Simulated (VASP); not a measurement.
# Be (C2/m) in VASP: further runs, part 2 of 2

VASP 6.6.1. The steps go on from the part before.

## (3) Relaxation of cell and atoms, PBE

File INCAR:

```
  PREC = Accurate
  ENCUT = 600
  EDIFF = 1E-6
  ISMEAR = 0
  SIGMA = 0.1
  LREAL = F
  LASPH = T
  NELM = 80
  ALGO = Normal
  ISIF = 3
  LWAVE = F
  LCHARG = F
  GGA = PE
  IBRION = 2
  NSW = 90
  EDIFFG = -0.04
```

File KPOINTS:

```
Automatic mesh
0
Gamma
  8 8 4
```

File POSCAR:

```
Be
1.0
    2.1987826300     -1.3112739900      0.0000000000
    2.1987826300      1.3112739900      0.0000000000
   -1.2281295800      0.0000000000      5.6928613600
Be
4
Direct
    0.0504000100      0.0504000100      0.5996000100
    0.9495999900      0.9495999900      0.4003999900
    0.5050000000      0.5050000000      0.1000000300
    0.4950000000      0.4950000000      0.8999999700
```

Potentials or basis: VASP PAW PBE potentials, release 64 (Be).

Launch:

```sh
cat potpaw_PBE.64/Be/POTCAR > POTCAR
mpirun -np 1 vasp_std > vasp.out
```

OUTCAR:

```text
PREC = Accurate
   ENCUT = 600
   EDIFF = 1E-6
   ISMEAR = 0
   LREAL = F
   LASPH = T
   NELM = 80
   ISIF = 3
   GGA = PE
   IBRION = 2
   NSW = 90
   EDIFFG = -0.04

 ion  position               nearest neighbor table
   1  0.050  0.050  0.600-   2 1.15   4 2.24   4 2.24   4 2.33
   2  0.950  0.950  0.400-   1 1.15   3 2.24   3 2.24   3 2.33
   3  0.505  0.505  0.100-   4 1.16   2 2.24   2 2.24   2 2.33
   4  0.495  0.495  0.900-   3 1.16   1 2.24   1 2.24   1 2.33

 -----------------------------------------------------------------------------
|                                                                             |
|           W    W    AA    RRRRR   N    N  II  N    N   GGGG   !!!           |
|           W    W   A  A   R    R  NN   N  II  NN   N  G    G  !!!           |
|           W    W  A    A  R    R  N N  N  II  N N  N  G       !!!           |
|           W WW W  AAAAAA  RRRRR   N  N N  II  N  N N  G  GGG   !            |
|           WW  WW  A    A  R   R   N   NN  II  N   NN  G    G                |
|           W    W  A    A  R    R  N    N  II  N    N   GGGG   !!!           |
|                                                                             |
|     The distance between some ions is very small. Please check the          |
|     nearest-neighbor list in the OUTCAR file.                               |
|     I HOPE YOU KNOW WHAT YOU ARE DOING!                                     |
|                                                                             |
 -----------------------------------------------------------------------------

  LATTYP: Found a base centered monoclinic cell.
 ALAT       =     4.3975652600
 B/A-ratio  =     0.5963636296
 C/A-ratio  =     1.3243300938
 COS(beta)  =    -0.2108801251

  Lattice vectors:

 A1 = (   2.1987826300,  -1.3112739900,   0.0000000000)
 A2 = (   2.1987826300,   1.3112739900,   0.0000000000)
 A3 = (  -1.2281295800,   0.0000000000,   5.6928613600)

Analysis of symmetry for initial positions (statically):
=====================================================================
 Subroutine PRICEL returns:
 Original cell was already a primitive cell.

 Routine SETGRP: Setting up the symmetry group for a
 base centered monoclinic supercell.

 Subroutine GETGRP returns: Found  4 space group operations
 (whereof  4 operations were pure point group operations)
 out of a pool of  4 trial point group operations.

The static configuration has the point symmetry C_2h.

Analysis of symmetry for dynamics (positions and initial velocities):
=====================================================================
 Subroutine PRICEL returns:
 Original cell was already a primitive cell.

 Routine SETGRP: Setting up the symmetry group for a
 base centered monoclinic supercell.

 Subroutine GETGRP returns: Found  4 space group operations
 (whereof  4 operations were pure point group operations)
 out of a pool of  4 trial point group operations.

The dynamic configuration has the point symmetry C_2h.

 Subroutine INISYM returns: Found  4 space group operations
 (whereof  4 operations are pure point group operations),
 and found     1 'primitive' translations

----------------------------------------------------------------------------------------

                                     Primitive cell

  volume of cell :      32.8274

  direct lattice vectors                    reciprocal lattice vectors
     2.198782630 -1.311273990  0.000000000     0.227398558 -0.381308562  0.049057034
     2.198782630  1.311273990  0.000000000     0.227398558  0.381308562  0.049057034
    -1.228129580  0.000000000  5.692861360     0.000000000  0.000000000  0.175658590

  length of vectors
     2.560094633  2.560094633  5.823828013     0.446668688  0.446668688  0.175658590

[... 91 lines left out ...]
   ISYM   =      2    0-nonsym 1-usesym 2-fastsym
   POTIM  = 0.5000    time-step for ionic-motion
   TEBEG  =    0.0;   TEEND  =   0.0 temperature during run
   PSTRESS=    0.0 pullay stress
   NELECT =       8.0000    total number of electrons
   NUPDOWN=      -1.0000    fix difference up-down
   EMIN   =  10.00;   EMAX   =-10.00  energy-range for DOS
   EFERMI =   0.00;   METHOD = LEGACY
   ISMEAR =     0;   SIGMA  =   0.10  broadening in eV -4-tet -1-fermi 0-gaus
   EFERMI_NEDOS =   21; number of points for ismear=-14 and -15
   IALGO  =     38    algorithm
   IMIX   =      4    mixing-type and parameters
     AMIX     =   0.40;   BMIX     =  1.00
     AMIX_MAG =   1.60;   BMIX_MAG =  1.00
  volume/ion in A,a.u.               =       8.21        55.38
  Fermi-wavevector in a.u.,A,eV,Ry     =   1.022569  1.932376 14.226902  1.045648
  Thomas-Fermi vector in A             =   2.156256
   LORBIT       =      0    0 simple, 1 ext, 2 COOP (PROOUT), +10 PAW based schemes
   GGA     = PE    functional components
   LHFCALC =     F    Hartree Fock is set to
   AEXX    =    0.0000 exact exchange contribution
   IVDW    =     0    specifies the selected vdW correction
   LEPSILON=     F    determine dielectric tensor
   LRPA    =     F    only Hartree local field effects (RPA)
 conjugate gradient relaxation of ions
 non-spin polarized calculation
 Gauss-broadening in eV      SIGMA  =   0.10
  energy-cutoff  :      600.00
  volume of cell :       32.83
 maximum number of plane-waves:      1115
   NGX = 11   NGY = 11   NGZ = 23

--------------------------------------- Ionic step        1  -------------------------------------------

 number of electron       8.0000000 magnetization

 Free energy of the ion-electron system (eV)
  ---------------------------------------------------
  ext. energy  EPLUGINS =         0.00000000
  ---------------------------------------------------
  free energy    TOTEN  =         4.43313603 eV

  energy without entropy =        4.43837512  energy(sigma->0) =        4.43575558

------------------------ aborting loop because EDIFF is reached ----------------------------------------

  FORCE on cell =-STRESS in cart. coord.  units (eV):
  Direction    XX          YY          ZZ          XY          YZ          ZX
  --------------------------------------------------------------------------------------
  -------------------------------------------------------------------------------------
  Total       -7.7016379     -9.1833166     63.7272731      0.0000000      0.0000000     -1.2290779
  in kB     -375.8870232   -448.2020023   3110.2805912      0.0000000      0.0000000    -59.9865170
  external PRESSURE =     762.0638552 kB  Pullay stress =       0.0000000 kB
[... 95 lines left out ...]
  FREE ENERGIE OF THE ION-ELECTRON SYSTEM (eV)
  ---------------------------------------------------
  free  energy   TOTEN  =       -13.2002519756 eV

  energy  without entropy=      -13.1946634217  energy(sigma->0) =      -13.19745770

 E-fermi :   4.3540     XC(G=0):  -9.7786

 val. band max:        4.3499215164   @ k =   0.1250   0.0000   0.5000
 cond. band min:       4.3878749104   @ k =  -0.3750   0.2500   0.2500
 fundamental gap:      0.0379533940
 Fermi energy:         4.3540082522

 k-point     1 :       0.0000    0.0000    0.0000
  band No.  band energies     occupation
      1      -5.2053      2.00000
      2      -4.6786      2.00000
      3      -2.4329      2.00000
      4       0.1963      2.00000
      5       1.2093      2.00000
      6       5.7380      0.00000
      7       9.7767      0.00000
      8      15.8416      0.00000
[... 243 lines left out ...]
 k-point    24 :       0.2500    0.0000    0.2500
  band No.  band energies     occupation
      1      -3.2003      2.00000
      2      -2.9651      2.00000
      3       0.0128      2.00000
      4       1.0271      2.00000
      5       4.5550      0.00448
      6       6.3368      0.00000
      7      12.3520      0.00000
      8      13.7198      0.00000

 [... further k-points ...]

[... ionic steps 4 to 27 ...]

--------------------------------------- Ionic step       28  -------------------------------------------

 number of electron       8.0000000 magnetization

------------------------ aborting loop because EDIFF is reached ----------------------------------------
[... 71 lines left out ...]
--------------------------------------- Ionic step       30  -------------------------------------------

 number of electron       8.0000000 magnetization

 Free energy of the ion-electron system (eV)
  ---------------------------------------------------
  ext. energy  EPLUGINS =         0.00000000
  ---------------------------------------------------
  free energy    TOTEN  =       -14.94668124 eV

  energy without entropy =      -14.94517770  energy(sigma->0) =      -14.94592947

 E-fermi :   7.7434     XC(G=0): -10.6073

 val. band max:        7.6875495145   @ k =  -0.3750   0.0000   0.2500
 cond. band min:       7.8414029474   @ k =   0.5000   0.5000   0.5000
 fundamental gap:      0.1538534329
 Fermi energy:         7.7434498392

 k-point     1 :       0.0000    0.0000    0.0000
  band No.  band energies     occupation
      1      -4.3286      2.00000
      2      -2.2461      2.00000
      3      -2.2368      2.00000
      4       2.3310      2.00000
      5       7.6541      1.79341
      6      16.9113      0.00000
      7      16.9269      0.00000
      8      23.6212      0.00000
[... 284 lines left out ...]
  FREE ENERGIE OF THE ION-ELECTRON SYSTEM (eV)
  ---------------------------------------------------
  free  energy   TOTEN  =       -14.9466812410 eV

  energy  without entropy=      -14.9451776982  energy(sigma->0) =      -14.94592947

 reached required accuracy - stopping structural energy minimisation
```

Wall time 2.3 min (1 thread of Intel Xeon 6975P-C (Granite Rapids), shared host); peak memory 0.15 GiB.

What came out:

```
Free energy                           : -14.9467 eV
Relaxed volume                        : 7.91 Å³/atom
Relaxed cell                          : a = 2.242 Å, b = 2.242 Å, c = 7.713 Å, α = 106.97°, β = 106.97°, γ = 60.09°
Space group after relaxing (to 0.1 Å) : R-3m (No. 166)
Energy gained by relaxing             : 4845.0 meV/atom
Ionic steps                           : 30
Pressure after relaxing               : -0.1 GPa
Largest force after relaxing          : 0.040 eV/Å
Band gap on the k mesh                : zero (bands 4 and 5 overlap by 0.40 eV)
```

Forces in eV/Å, atoms in the order of the input:
```
Be   0.027  0.000 -0.029
Be  -0.027  0.000  0.029
Be  -0.017  0.000  0.028
Be   0.017  0.000 -0.028
```

Stress tensor (GPa, compression positive):
```
 0.03  0.00  0.12
 0.00 -0.32  0.00
 0.12  0.00 -0.04
```

The path:
| step | energy change (eV) | largest force (eV/Å) | pressure (GPa) | volume (Å³) |
| --- | --- | --- | --- | --- |
| 1 | 0.0000 | 28.0564 | 76.21 | 32.83 |
| 2 | -17.5335 | 0.9058 | -5.33 | 46.83 |
| 3 | -17.6334 | 0.5215 | -7.58 | 47.08 |
| 4 | -17.8089 | 0.6944 | -1.83 | 43.12 |
| 5 | -17.8204 | 0.7577 | 0.35 | 42.00 |
| 6 | -17.9217 | 0.5287 | -0.46 | 41.18 |
| 7 | -18.0884 | 0.2195 | -1.08 | 38.94 |
| 8 | -18.1956 | 0.4442 | 4.49 | 34.64 |
| 9 | -18.2456 | 0.5199 | 4.24 | 34.44 |
| 10 | -18.3334 | 0.8313 | 4.51 | 33.81 |
| 11 | -18.3363 | 0.9033 | 4.67 | 33.68 |
| 12 | -18.3974 | 0.8389 | 3.00 | 33.93 |
| 13 | -18.5412 | 0.6742 | -1.35 | 34.68 |
| 14 | -18.6808 | 0.4355 | -8.31 | 36.17 |
| 15 | -18.7987 | 0.4678 | -7.36 | 35.35 |
| 16 | -18.8903 | 0.6127 | -5.40 | 34.37 |
| 17 | -18.9230 | 1.3513 | 0.68 | 32.35 |
| 18 | -18.9333 | 0.9242 | -2.97 | 33.38 |
| 19 | -19.0420 | 0.8429 | -1.32 | 32.54 |
| 20 | -19.1581 | 0.7446 | 7.85 | 30.07 |
| 21 | -19.1724 | 0.6252 | 4.65 | 30.75 |
| 22 | -19.2644 | 0.5479 | 1.94 | 31.25 |
| 23 | -19.3028 | 0.5565 | -0.71 | 31.88 |
| 24 | -19.3517 | 0.3550 | -1.43 | 31.99 |
| 25 | -19.3547 | 0.3208 | -1.55 | 32.03 |
| 26 | -19.3725 | 0.1676 | 0.20 | 31.54 |
| 27 | -19.3741 | 0.1175 | 0.98 | 31.36 |
| 28 | -19.3779 | 0.0702 | 0.11 | 31.58 |
| 29 | -19.3786 | 0.0521 | -0.46 | 31.73 |
| 30 | -19.3798 | 0.0396 | -0.11 | 31.63 |

Final structure:
```
CELL_PARAMETERS angstrom
1.93432 -1.12234 -0.15264
1.93432 1.12234 -0.15264
-2.02077 0.00000 7.44374
ATOMIC_POSITIONS crystal
Be 0.24965 0.24965 0.87759
Be 0.75035 0.75035 0.12241
Be 0.58327 0.58327 0.37230
Be 0.41673 0.41673 0.62770
```

Caveat: a cell axis changed by over 15 % at a fixed basis, so the end point is rough.

The gap in the log of VASP goes by the Fermi energy; the results here count the filled bands.